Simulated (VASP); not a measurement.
Wanted: the native input for a VASP 6.6.1 run.

* Task: single point
* Functional: PBE
* Potentials or basis: VASP PAW PBE potentials, release 64 (Rb_sv, Na_pv)
* Cutoff: 520 eV
* k mesh: 4 × 4 × 2
* Occupations: gaussian, width 0.1 eV
* Spin: no spin polarisation
* Dipole correction: no
* Further INCAR settings: ALGO = Fast; EDIFF = 1e-07; NBANDS = 32

The structure of RbNa2 lies in POSCAR:

```
RbNa2
1.0
    5.0179822056      0.0000000000      0.0000000000
    0.0000000000      5.0179822056      0.0000000000
    0.0000000000      0.0000000000     13.7741471875
Rb Na
2 4
Direct
    0.0000000000      0.0000000000      0.0000000000
    0.5000000000      0.5000000000      0.5000000000
    0.0000000000      0.5000000000      0.2499660548
    0.0000000000      0.5000000000      0.7499660548
    0.5000000000      0.0000000000      0.2500339452
    0.5000000000      0.0000000000      0.7500339452
```

The cell was generated, and may not be a known phase.

These files were run (other wordings do the same):

INCAR

```
SYSTEM = RbNa2
ALGO     = Fast           ! electronic algorithm
EDIFF    = 1E-7           ! SCF threshold, eV
ENCUT    = 520            ! plane-wave cutoff, eV
GGA      = PE             ! functional
ISIF     = 2              ! what is computed and relaxed
ISMEAR   = 0              ! smearing method
LASPH    = .TRUE.         ! aspherical terms in the spheres
LCHARG   = .TRUE.         ! write CHGCAR
LELF     = .TRUE.         ! ELF
LREAL    = .FALSE.        ! projectors in reciprocal space
LVHAR    = .TRUE.       
LWAVE    = .FALSE.        ! write WAVECAR
NBANDS   = 32             ! bands
NELM     = 100            ! most SCF steps
PREC     = Accurate       ! precision mode
SIGMA    = 0.1            ! smearing width, eV
```

KPOINTS

```
k-points
0
G
  4 4 2
  0 0 0
```

Potentials or basis: VASP PAW PBE potentials, release 64 (Rb_sv, Na_pv).

Command:

```console
$ cat potpaw_PBE.64/Rb_sv/POTCAR potpaw_PBE.64/Na_pv/POTCAR > POTCAR
$ mpirun -np 1 vasp_std > vasp.out
```

Results of the run:

```
Pressure               : 0.0 GPa
Band gap on the k mesh : zero (bands 23 and 24 overlap by 1.36 eV)
```

It took 5.5 min on 1 thread of Oxide Virtual Turin-like Processor (shared host), peak memory 0.43 GiB.
